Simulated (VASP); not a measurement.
## CuP: single point with PBE

CuP:

```xyz
2
Lattice="2.7508 0.0000 0.0000 0.0000 2.7508 0.0000 0.0000 0.0000 3.5668" Properties=species:S:1:pos:R:3 pbc="T T T"
Cu    1.3754    1.3754    1.7834
P     0.0000    0.0000    0.0000
```

* Program: VASP 6.6.1
* Task: single point
* Functional: PBE
* Potentials or basis: VASP PAW PBE potentials, release 64 (Cu, P)
* Cutoff: 520 eV
* k mesh: 20 × 20 × 16
* Occupations: gaussian, width 0.1 eV
* Spin: no spin polarisation
* Dipole correction: no
* Further INCAR settings: ALGO = Normal; EDIFF = 1e-06; NBANDS = 15

* Pressure: 0.1 GPa
* Band gap on the k mesh: zero (bands 8 and 9 overlap by 4.79 eV)

Stress tensor (GPa, compression positive):
```
0.00 0.00 0.00
0.00 0.00 0.00
0.00 0.00 0.18
```

Levels at points of the mesh, in eV from the Fermi level:
| k point | band 4 | band 5 | band 6 | band 7 | band 8 | band 9 | band 10 | band 11 | band 12 | band 13 |
| --- | --- | --- | --- | --- | --- | --- | --- | --- | --- | --- |
| (0.00, 0.00, 0.00) | -3.48 | -3.07 | -3.07 | -2.80 | 1.13 | 2.31 | 2.31 | 6.80 | 8.43 | 15.18 |
| (0.50, 0.00, 0.00) | -3.89 | -3.36 | -2.97 | -2.21 | 1.34 | 3.53 | 4.05 | 4.81 | 6.36 | 9.73 |
| (0.50, 0.50, 0.00) | -3.83 | -3.79 | -3.79 | -2.76 | -2.44 | 1.07 | 1.33 | 8.06 | 8.06 | 9.45 |
| (0.00, 0.00, 0.50) | -3.35 | -3.35 | -3.30 | -2.79 | 3.69 | 3.69 | 6.72 | 8.85 | 9.30 | 10.08 |
| (0.50, 0.00, 0.50) | -4.43 | -3.28 | -3.08 | -3.02 | -2.51 | -0.48 | 4.73 | 10.83 | 11.43 | 12.79 |
| (0.50, 0.50, 0.50) | -5.44 | -2.91 | -2.44 | -0.93 | -0.93 | 1.00 | 1.10 | 1.38 | 1.38 | 5.77 |

Wall time 85 s on 1 thread of AMD EPYC 9R45 96-Core Processor (Zen 5) (shared host), peak memory 0.3 GiB.
